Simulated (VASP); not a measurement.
# ZnS (P6_3mc) in VASP: a series of runs, part 2 of 2

VASP 6.6.1. Earlier steps stand in the parts before.

## Step 4: Single point, PBE (strain +0.0200 x Voigt [0, 0, 1, 0, 0, 0])

File INCAR:

```
SYSTEM = ZnS
PREC = Accurate
ENCUT = 520
EDIFF = 1E-6
ISMEAR = 0
SIGMA = 0.05
LREAL = .False.
LASPH = .True.
NELM = 80
ALGO = Normal
ISIF = 2
LWAVE = .False.
LCHARG = .True.
GGA = PE
LELF = .True.
LVHAR = .True.
NBANDS = 26
```

File KPOINTS:

```
Automatic mesh
0
Gamma
  12 12 4
  0 0 0
```

File POSCAR:

```
ZnS
1.0
    3.8454929889      0.0000000000      0.0000000000
   -1.9227464944      3.3302946184      0.0000000000
    0.0000000000      0.0000000000      6.4314399708
Zn S
2 2
Direct
    0.3333333333      0.6666666667      0.0052197899
    0.6666666667      0.3333333333      0.5052197899
    0.3333333333      0.6666666667      0.3797802101
    0.6666666667      0.3333333333      0.8797802101
```

Potentials or basis: VASP PAW PBE potentials, release 64 (Zn, S).

Launch:

```
> cat potpaw_PBE.64/Zn/POTCAR potpaw_PBE.64/S/POTCAR > POTCAR
> mpirun -np 1 vasp_std > vasp.out
```

OUTCAR:

```text
SYSTEM = ZnS
   PREC = Accurate
   ENCUT = 520
   EDIFF = 1E-6
   ISMEAR = 0
   LREAL = .False.
   LASPH = .True.
   NELM = 80
   ISIF = 2
   GGA = PE

 ion  position               nearest neighbor table
   1  0.333  0.667  0.005-   4 2.36   4 2.36   4 2.36   3 2.41
   2  0.667  0.333  0.505-   3 2.36   3 2.36   3 2.36   4 2.41
   3  0.333  0.667  0.380-   2 2.36   2 2.36   2 2.36   1 2.41
   4  0.667  0.333  0.880-   1 2.36   1 2.36   1 2.36   2 2.41

  LATTYP: Found a hexagonal cell.
 ALAT       =     3.8454929889
 C/A-ratio  =     1.6724617596

  Lattice vectors:

 A1 = (   3.8454929889,   0.0000000000,   0.0000000000)
 A2 = (  -1.9227464944,   3.3302946184,   0.0000000000)
 A3 = (   0.0000000000,   0.0000000000,   6.4314399708)

Analysis of symmetry for initial positions (statically):
=====================================================================
 Subroutine PRICEL returns:
 Original cell was already a primitive cell.

 Routine SETGRP: Setting up the symmetry group for a
 hexagonal supercell.

 Subroutine GETGRP returns: Found 12 space group operations
 (whereof  6 operations were pure point group operations)
 out of a pool of 24 trial point group operations.

The static configuration has the point symmetry C_3v.
 The point group associated with its full space group is C_6v.

Analysis of symmetry for dynamics (positions and initial velocities):
=====================================================================
 Subroutine PRICEL returns:
 Original cell was already a primitive cell.

 Routine SETGRP: Setting up the symmetry group for a
 hexagonal supercell.

 Subroutine GETGRP returns: Found 12 space group operations
 (whereof  6 operations were pure point group operations)
 out of a pool of 24 trial point group operations.

The dynamic configuration has the point symmetry C_3v.
[... 116 lines left out ...]
   NUPDOWN=      -1.0000    fix difference up-down
   EMIN   =  10.00;   EMAX   =-10.00  energy-range for DOS
   EFERMI =   0.00;   METHOD = LEGACY
   ISMEAR =     0;   SIGMA  =   0.05  broadening in eV -4-tet -1-fermi 0-gaus
   EFERMI_NEDOS =   21; number of points for ismear=-14 and -15
   IALGO  =     38    algorithm
   IMIX   =      4    mixing-type and parameters
     AMIX     =   0.40;   BMIX     =  1.00
     AMIX_MAG =   1.60;   BMIX_MAG =  1.00
  volume/ion in A,a.u.               =      20.59       138.96
  Fermi-wavevector in a.u.,A,eV,Ry     =   1.242400  2.347795 21.001371  1.543557
  Thomas-Fermi vector in A             =   2.376756
   LORBIT       =      0    0 simple, 1 ext, 2 COOP (PROOUT), +10 PAW based schemes
   GGA     = PE    functional components
   LHFCALC =     F    Hartree Fock is set to
   AEXX    =    0.0000 exact exchange contribution
   IVDW    =     0    specifies the selected vdW correction
   LEPSILON=     F    determine dielectric tensor
   LRPA    =     F    only Hartree local field effects (RPA)
 non-spin polarized calculation
 Gauss-broadening in eV      SIGMA  =   0.05
  energy-cutoff  :      520.00
  volume of cell :       82.37
 maximum number of plane-waves:      2234
 NGX is ok and might be reduce to    30
   NGX = 15   NGY = 15   NGZ = 23

 number of electron      35.9999987 magnetization

 Free energy of the ion-electron system (eV)
  ---------------------------------------------------
  ext. energy  EPLUGINS =         0.00000000
  ---------------------------------------------------
  free energy    TOTEN  =       -13.68063169 eV

  energy without entropy =      -13.68063169  energy(sigma->0) =      -13.68063169

 E-fermi :   1.9599     XC(G=0):  -9.4247

 val. band max:        1.7572337389   @ k =   0.0000   0.0000   0.0000
 cond. band min:       3.7087372390   @ k =   0.0000   0.0000   0.0000
 fundamental gap:      1.9515035001
 Fermi energy:         1.9599021108

 k-point     1 :       0.0000    0.0000    0.0000
  band No.  band energies     occupation
      1     -11.1404      2.00000
      2     -10.3288      2.00000
      3      -4.4461      2.00000
      4      -4.4461      2.00000
      5      -4.4428      2.00000
      6      -4.3761      2.00000
[... 685 lines left out ...]
     25      10.3494      0.00000
     26      11.4365      0.00000

 [... further k-points ...]
[... 5 lines left out ...]
  --------------------------------------------------------------------------------------
  -------------------------------------------------------------------------------------
  Total       -0.1940989     -0.1940989     -1.4015807     -0.0000000      0.0000000      0.0000000
  in kB       -3.7756419     -3.7756419    -27.2637631     -0.0000000      0.0000000      0.0000000
  external PRESSURE =     -11.6050157 kB  Pullay stress =       0.0000000 kB

 VOLUME and BASIS-vectors are now :
 -----------------------------------------------------------------------------
  energy-cutoff  :      520.00
  volume of cell :       82.37
      direct lattice vectors                 reciprocal lattice vectors
     3.845492989  0.000000000  0.000000000     0.260044682  0.150136867  0.000000000
    -1.922746494  3.330294618  0.000000000     0.000000000  0.300273734  0.000000000
     0.000000000  0.000000000  6.431439971     0.000000000  0.000000000  0.155486175

 POSITION                                       TOTAL-FORCE (eV/Angst)
 -----------------------------------------------------------------------------------
     -0.00000      2.22020      0.03357        -0.000000      0.000000      0.085165
      1.92275      1.11010      3.24929         0.000000     -0.000000      0.085165
     -0.00000      2.22020      2.44253         0.000000     -0.000000     -0.085165
      1.92275      1.11010      5.65825        -0.000000      0.000000     -0.085165
 -----------------------------------------------------------------------------------
    total drift:                               -0.000000     -0.000000      0.000719

  FREE ENERGIE OF THE ION-ELECTRON SYSTEM (eV)
  ---------------------------------------------------
  free  energy   TOTEN  =       -13.6806316867 eV

  energy  without entropy=      -13.6806316867  energy(sigma->0) =      -13.68063169
```

OSZICAR:

```text
N       E                     dE             d eps       ncg     rms          rms(c)
DAV:   1     0.241077456453E+03    0.24108E+03   -0.17003E+04  2964   0.164E+03
DAV:   2     0.999239430238E+01   -0.23109E+03   -0.22075E+03  3036   0.344E+02
DAV:   3    -0.139522133905E+02   -0.23945E+02   -0.23699E+02  3524   0.110E+02
DAV:   4    -0.145297228338E+02   -0.57751E+00   -0.57604E+00  3466   0.172E+01
DAV:   5    -0.145386246368E+02   -0.89018E-02   -0.88995E-02  3528   0.210E+00    0.904E+00
DAV:   6    -0.136889449072E+02    0.84968E+00   -0.16350E+00  4472   0.361E+01    0.702E+00
DAV:   7    -0.136846987661E+02    0.42461E-02   -0.11296E+00  3144   0.620E+00    0.331E+00
DAV:   8    -0.136795881146E+02    0.51107E-02   -0.35402E-02  3720   0.194E+00    0.875E-01
DAV:   9    -0.136802266509E+02   -0.63854E-03   -0.76294E-03  3998   0.137E+00    0.213E-01
DAV:  10    -0.136804073334E+02   -0.18068E-03   -0.68800E-04  3360   0.315E-01    0.881E-02
DAV:  11    -0.136806299482E+02   -0.22261E-03   -0.37131E-04  3056   0.120E-01    0.554E-02
DAV:  12    -0.136806284741E+02    0.14740E-05   -0.10741E-05  3524   0.235E-02    0.120E-02
DAV:  13    -0.136806313330E+02   -0.28589E-05   -0.29181E-06  2728   0.102E-02    0.241E-03
DAV:  14    -0.136806316867E+02   -0.35368E-06   -0.66025E-07  2530   0.105E-02
   1 F= -.13680632E+02 E0= -.13680632E+02  d E =-.717199E-11
```

Run time: 2.5 min. Hardware: 1 thread of AMD EPYC 7R43 (Zen 3), shared host; peak memory 0.21 GiB.

What came out:

* Free energy: -13.6806 eV
* Pressure: -1.2 GPa
* Largest force: 0.085 eV/Å
* Band gap on the k mesh: 1.95 eV, direct

Forces on the atoms (eV/Å):
```
Zn   0.000  0.000  0.085
Zn   0.000  0.000  0.085
S    0.000  0.000 -0.085
S    0.000  0.000 -0.085
```

Stress tensor (GPa, compression positive):
```
-0.38  0.00  0.00
 0.00 -0.38  0.00
 0.00  0.00 -2.73
```

Levels at points of the mesh, in eV from the valence-band top:
```
           k point  band 16  band 17  band 18  band 19  band 20  band 21
(0.00, 0.00, 0.00)    -0.14     0.00     0.00     1.95     3.13     6.40
(0.50, 0.00, 0.00)    -2.03    -1.57    -0.86     3.75     4.06     5.06
(0.00, 0.00, 0.50)    -0.40    -0.40    -0.40     3.46     3.46     6.59
(0.50, 0.00, 0.50)    -1.59    -1.49    -1.49     3.47     3.47     5.20
```

Caveat: the cell differs from its parent crystal (strain +0.0200 x Voigt [0, 0, 1, 0, 0, 0]). A k mesh can miss the band edges.

## Step 5: Single point, PBE (strain +0.0175 x Voigt [0, 0, 1, 0, 0, 0])

File INCAR:

```
PREC     = Accurate       # precision mode
ENCUT    = 520            # plane-wave cutoff, eV
EDIFF    = 1E-7           # SCF threshold, eV
ISMEAR   = 0              # smearing method
SIGMA    = 0.05           # smearing width, eV
LREAL    = False          # projectors in reciprocal space
LASPH    = True           # aspherical terms in the spheres
NELM     = 100            # most SCF steps
ALGO     = Normal         # electronic algorithm
ISIF     = 2              # what is computed and relaxed
LWAVE    = False          # write WAVECAR
LCHARG   = False          # write CHGCAR
GGA      = PE             # functional
NBANDS   = 26             # bands
```

File KPOINTS:

```
regular mesh
0
Gamma
  12 12 4
```

Edit POSCAR of step 4 so:

```diff
@@ -4,3 +4,3 @@
    -1.9227464944      3.3302946184      0.0000000000
-    0.0000000000      0.0000000000      6.4314399708
+    0.0000000000      0.0000000000      6.4156766375
 Zn S
```

Launch:

```
> cat potpaw_PBE.64/Zn/POTCAR potpaw_PBE.64/S/POTCAR > POTCAR
> mpirun -np 1 vasp_std > vasp.out
```

It took 2.3 min on 1 thread of AMD EPYC 7R43 (Zen 3), shared host; peak memory 0.22 GiB.

The run converged. Its results:

```yaml
Free_energy: -13.6838 eV
Pressure: -1.0 GPa
Largest_force: 0.077 eV/Å
Band_gap_on_the_k_mesh: 1.97 eV, direct
```

Forces in eV/Å, atoms in the order of the input:
```
Zn   0.000  0.000  0.077
Zn   0.000  0.000  0.077
S    0.000  0.000 -0.077
S    0.000  0.000 -0.077
```

Stress tensor (GPa, compression positive):
```
-0.30  0.00  0.00
 0.00 -0.30  0.00
 0.00  0.00 -2.39
```

Levels at points of the mesh, in eV from the valence-band top:
```
           k point  band 15  band 16  band 17  band 18  band 19  band 20  band 21  band 22
(0.00, 0.00, 0.00)    -0.78    -0.13     0.00     0.00     1.97     3.12     6.39     6.39
(0.50, 0.00, 0.00)    -3.07    -2.05    -1.57    -0.86     3.75     4.07     5.07     6.97
(0.00, 0.00, 0.50)    -0.41    -0.41    -0.41    -0.41     3.46     3.46     6.61     6.61
(0.50, 0.00, 0.50)    -1.58    -1.58    -1.49    -1.49     3.48     3.48     5.21     5.21
```

Caveat: the cell differs from its parent crystal (strain +0.0175 x Voigt [0, 0, 1, 0, 0, 0]).

## Step 6: Summary

```csv
cell,gap on the mesh (eV),pressure (GPa),largest force (eV/Å)
"a = 3.845, b = 3.845, c = 6.400 Å, angles 90.0, 90.0, 120.0°, 4 atoms",1.98,-0.9,0.07
"a = 3.845, b = 3.845, c = 6.368 Å, angles 90.0, 90.0, 120.0°, 4 atoms",2.02,-0.5,0.05
"a = 3.845, b = 3.845, c = 6.431 Å, angles 90.0, 90.0, 120.0°, 4 atoms",1.95,-1.2,0.09
"a = 3.845, b = 3.845, c = 6.416 Å, angles 90.0, 90.0, 120.0°, 4 atoms",1.97,-1.0,0.08
```

Alike in all rows: task single point; level PBE; potentials or basis VASP PAW PBE potentials, release 64 (Zn, S); no spin polarisation; k mesh 12 × 12 × 4; cutoff (eV) 520; smearing gaussian 0.05 eV.

Total energies depend on the potentials used, so only differences within one code and one set of settings carry meaning.
